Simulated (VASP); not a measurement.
# MnCoSnH (P4/nmm) in VASP: a series of runs, part 2 of 2

VASP 6.6.1.

### Step 3. Single point, PBE

File INCAR:

```
SYSTEM = MnCoSnH
ALGO = Normal ; EDIFF = 1E-7
ENCUT = 520 ; GGA = PE
ISIF = 2 ; ISMEAR = 0
LASPH = .TRUE. ; LCHARG = .FALSE.
LREAL = .FALSE. ; LWAVE = .FALSE.
NBANDS = 47 ; NELM = 100
PREC = Accurate ; SIGMA = 0.005
```

File KPOINTS:

```
k-points
0
G
  5 5 3
  0 0 0
```

File POSCAR:

```
MnCoSnH
1.0
    3.7812250000      0.0000000000      0.0000000000
    0.0000000000      3.7812250000      0.0000000000
    0.0000000000      0.0000000000      7.2395490000
Mn H Sn Co
2 2 2 2
Direct
    0.2500000000      0.2500000000      0.6709000000
    0.7500000000      0.7500000000      0.3291000000
    0.2500000000      0.7500000000      0.5000000000
    0.7500000000      0.2500000000      0.5000000000
    0.2500000000      0.2500000000      0.1643000000
    0.7500000000      0.7500000000      0.8357000000
    0.7500000000      0.2500000000      0.0000000000
    0.2500000000      0.7500000000      0.0000000000
```

Potentials or basis: VASP PAW PBE potentials, release 64 (Mn_pv, H, Sn_d, Co).

Started as:

```
> cat potpaw_PBE.64/Mn_pv/POTCAR potpaw_PBE.64/H/POTCAR potpaw_PBE.64/Sn_d/POTCAR potpaw_PBE.64/Co/POTCAR > POTCAR
> mpirun -np 1 vasp_std > vasp.out
```

OUTCAR:

```text
SYSTEM = MnCoSnH
   EDIFF = 1E-7
   ENCUT = 520
   GGA = PE
   ISIF = 2
   ISMEAR = 0
   LASPH = .TRUE.
   LREAL = .FALSE.
   NELM = 100
   PREC = Accurate

 ion  position               nearest neighbor table
   1  0.250  0.250  0.671-   6 2.93   6 2.93   6 2.93   6 2.93   8 3.04   8 3.04   7 3.04   7 3.04

   2  0.750  0.750  0.329-   5 2.93   5 2.93   5 2.93   5 2.93   7 3.04   8 3.04   8 3.04   7 3.04

   3  0.250  0.750  0.500-
   4  0.750  0.250  0.500-
   5  0.250  0.250  0.164-   7 2.23   8 2.23   8 2.23   7 2.23   2 2.93   2 2.93   2 2.93   2 2.93
                             6 3.58   6 3.58   6 3.58   6 3.58
   6  0.750  0.750  0.836-   7 2.23   8 2.23   7 2.23   8 2.23   1 2.93   1 2.93   1 2.93   1 2.93
                             5 3.58   5 3.58   5 3.58   5 3.58
   7  0.750  0.250  0.000-   5 2.23   6 2.23   6 2.23   5 2.23   8 2.67   8 2.67   8 2.67   8 2.67
                             1 3.04   2 3.04   2 3.04   1 3.04
   8  0.250  0.750  0.000-   5 2.23   6 2.23   5 2.23   6 2.23   7 2.67   7 2.67   7 2.67   7 2.67
                             2 3.04   1 3.04   2 3.04   1 3.04

  LATTYP: Found a simple tetragonal cell.
 ALAT       =     3.7812250000
 C/A-ratio  =     1.9146041296

  Lattice vectors:

[... 189 lines left out ...]
      2     -39.2520      2.00000
      3     -39.2451      2.00000
      4     -39.2451      2.00000
      5     -39.2429      2.00000
      6     -39.2429      2.00000
[... 589 lines left out ...]
     46      11.1628      0.00000
     47      11.6305      0.00000

------------------------ aborting loop because EDIFF is reached ----------------------------------------

  FORCE on cell =-STRESS in cart. coord.  units (eV):
  Direction    XX          YY          ZZ          XY          YZ          ZX
  --------------------------------------------------------------------------------------
  -------------------------------------------------------------------------------------
  Total       10.8096313     10.8096313      5.3560584     -0.0000000      0.0000000      0.0000000
  in kB      167.3188652    167.3188652     82.9047338     -0.0000000      0.0000000      0.0000000
  external PRESSURE =     139.1808214 kB  Pullay stress =       0.0000000 kB

 VOLUME and BASIS-vectors are now :
 -----------------------------------------------------------------------------
  energy-cutoff  :      520.00
  volume of cell :      103.51
      direct lattice vectors                 reciprocal lattice vectors
     3.781225000  0.000000000  0.000000000     0.264464558  0.000000000  0.000000000
     0.000000000  3.781225000  0.000000000     0.000000000  0.264464558  0.000000000
     0.000000000  0.000000000  7.239549000     0.000000000  0.000000000  0.138130151

 POSITION                                       TOTAL-FORCE (eV/Angst)
 -----------------------------------------------------------------------------------
      0.94531      0.94531      4.85701         0.000000     -0.000000     -0.749513
      2.83592      2.83592      2.38254        -0.000000     -0.000000      0.749513
      0.94531      2.83592      3.61977        -0.000000     -0.000000      0.000000
      2.83592      0.94531      3.61977        -0.000000     -0.000000      0.000000
      0.94531      0.94531      1.18946         0.000000      0.000000      7.876838
      2.83592      2.83592      6.05009        -0.000000      0.000000     -7.876838
      2.83592      0.94531      0.00000        -0.000000     -0.000000      0.000000
      0.94531      2.83592      0.00000        -0.000000     -0.000000      0.000000
 -----------------------------------------------------------------------------------
    total drift:                                0.000000      0.000000     -0.000000

  FREE ENERGIE OF THE ION-ELECTRON SYSTEM (eV)
  ---------------------------------------------------
  free  energy   TOTEN  =       -37.4451111657 eV

  energy  without entropy=      -37.4438509042  energy(sigma->0) =      -37.44448103
```

OSZICAR:

```text
N       E                     dE             d eps       ncg     rms          rms(c)
DAV:   1     0.840020732099E+03    0.84002E+03   -0.37282E+04  1135   0.239E+03
DAV:   2     0.724699832744E+02   -0.76755E+03   -0.74737E+03  1128   0.649E+02
DAV:   3    -0.412592088183E+02   -0.11373E+03   -0.11009E+03  1170   0.228E+02
DAV:   4    -0.474517513100E+02   -0.61925E+01   -0.61093E+01  1355   0.558E+01
[... 16 lines left out ...]
DAV:  21    -0.374451138820E+02    0.24327E-06   -0.13362E-05  1257   0.219E-02    0.267E-02
DAV:  22    -0.374451134444E+02    0.43760E-06   -0.25303E-06  1082   0.829E-03    0.229E-02
DAV:  23    -0.374451116489E+02    0.17955E-05   -0.21025E-06  1216   0.928E-03    0.110E-02
DAV:  24    -0.374451112122E+02    0.43669E-06   -0.10391E-06  1090   0.476E-03    0.816E-03
DAV:  25    -0.374451111657E+02    0.46550E-07   -0.19638E-07   633   0.234E-03
   1 F= -.37445111E+02 E0= -.37444481E+02  d E =-.126026E-02
```

stdout:

```text
POSCAR found type information on POSCAR MnH SnCo
 POSCAR found :  4 types and       8 ions
 scaLAPACK will be used
 LDA part: xc-table for (Slater+PW92), standard interpolation
 POSCAR, INCAR and KPOINTS ok, starting setup
 FFT: planning ... GRIDC
 FFT: planning ... GRID_SOFT
 FFT: planning ... GRID
 WAVECAR not read
 entering main loop
```

Wall time 86 s (1 thread of Intel Xeon Platinum 8375C at 2.90GHz (Ice Lake), shared host); peak memory 0.23 GiB.

Results:

| Quantity | Value |
| --- | --- |
| Free energy | -37.4451 eV |
| Pressure | 13.9 GPa |
| Largest force | 7.877 eV/Å |
| Band gap on the k mesh | zero (bands 37 and 38 overlap by 0.22 eV) |

Forces on the atoms (eV/Å):
```
Mn   0.000  0.000 -0.750
Mn   0.000  0.000  0.750
H    0.000  0.000  0.000
H    0.000  0.000  0.000
Sn   0.000  0.000  7.877
Sn   0.000  0.000 -7.877
Co   0.000  0.000  0.000
Co   0.000  0.000  0.000
```

Stress tensor (GPa, compression positive):
```
16.73  0.00  0.00
 0.00 16.73  0.00
 0.00  0.00  8.29
```

Caveat: the cell stands under pressure; spin-orbit coupling is left out, which moves the levels of the heavy elements; the run has no spin polarisation, though such a crystal can be magnetic; forces of over 1 eV/Å act on the atoms, so gaps and moduli don't describe the material at rest.
